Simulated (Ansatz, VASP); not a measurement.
# Two plane-wave programs on MgTe

File POSCAR:

```
MgTe
1.0
    0.0000000000      3.2319988200      3.2319988200
    3.2319988200      0.0000000000      3.2319988200
    3.2319988200      3.2319988200      0.0000000000
Mg Te
1 1
Direct
    0.0000000000      0.0000000000      0.0000000000
    0.7500000000      0.7500000000      0.7500000000
```

The input INCAR.step1:

```
SYSTEM = MgTe
PREC     = Accurate       ! precision mode
ENCUT    = 660            ! plane-wave cutoff, eV
ISMEAR   = 0              ! smearing method
SIGMA    = 0.01           ! smearing width, eV
LREAL    = .FALSE.        ! projectors in reciprocal space
LASPH    = .TRUE.         ! aspherical terms in the spheres
NELM     = 120            ! most SCF steps
NBANDS   = 11             ! bands
GGA      = PE             ! functional
ALGO     = Normal         ! electronic algorithm
EDIFF    = 1E-5           ! SCF threshold, eV
LWAVE    = .TRUE.         ! write WAVECAR
LCHARG   = .FALSE.        ! write CHGCAR
GGA_COMPAT= .FALSE.
```

The input INCAR.step2:

```
SYSTEM = MgTe
PREC     = Accurate       ! precision mode
ENCUT    = 660            ! plane-wave cutoff, eV
EDIFF    = 1E-6           ! SCF threshold, eV
ISMEAR   = 0              ! smearing method
SIGMA    = 0.01           ! smearing width, eV
LREAL    = .FALSE.        ! projectors in reciprocal space
LASPH    = .TRUE.         ! aspherical terms in the spheres
NELM     = 120            ! most SCF steps
ALGO     = Normal         ! electronic algorithm
ISIF     = 2              ! what is computed and relaxed
LWAVE    = .FALSE.        ! write WAVECAR
LCHARG   = .TRUE.         ! write CHGCAR
METAGGA  = R2SCAN         ! meta-GGA
LMIXTAU  = .TRUE.       
LELF     = .TRUE.         ! ELF
LVHAR    = .TRUE.       
NBANDS   = 11             ! bands
ISTART   = 1            
GGA_COMPAT= .FALSE.
```

File KPOINTS:

```
Automatic mesh
0
G
  3 3 3
  0 0 0
```

Input for Ansatz:

```yaml
crystal:
  lattice:
    - [0.0, 3.23199882, 3.23199882]
    - [3.23199882, 0.0, 3.23199882]
    - [3.23199882, 3.23199882, 0.0]
  atoms:
    - { symbol: Mg, position: [0.0, 0.0, 0.0] }
    - { symbol: Te, position: [0.75, 0.75, 0.75] }
kpoints:
  mp_grid:
    grid: [3, 3, 3]
hamiltonian:
  xc: r2scan
scf:
  max_iter: 100
  n_extra_bands: 16
  occupations:
    method: fixed
output:
  eigenvalues: true
```

Alike in both runs: task single point; functional r2SCAN; k mesh 3 × 3 × 3; no spin polarisation.

|  | VASP | Ansatz |
| --- | --- | --- |
| version | VASP 6.6.1 | Ansatz 0.2.0 |
| potentials or method | VASP PAW PBE potentials, release 64 (Mg, Te) | plane waves, PAW |
| plane-wave cutoff (eV) | 660 | 500 |
| occupations | gaussian, width 0.01 eV | fixed |
| valence electrons in the cell | 8 | 26 |

|  | VASP | Ansatz | Ansatz less VASP |
| --- | --- | --- | --- |
| gap on the k mesh at the Fermi level (eV) | 3.08 | 3.09 | +0.016 |

VASP's potentials were made for PBE, not for r2SCAN. VASP's potentials hold 8 valence electrons a cell and Ansatz's 26, so a difference there can come from the potentials and not from the codes.

The k mesh is coarse, so the values compare programs but aren't converged. Neither program's run includes spin-orbit coupling.
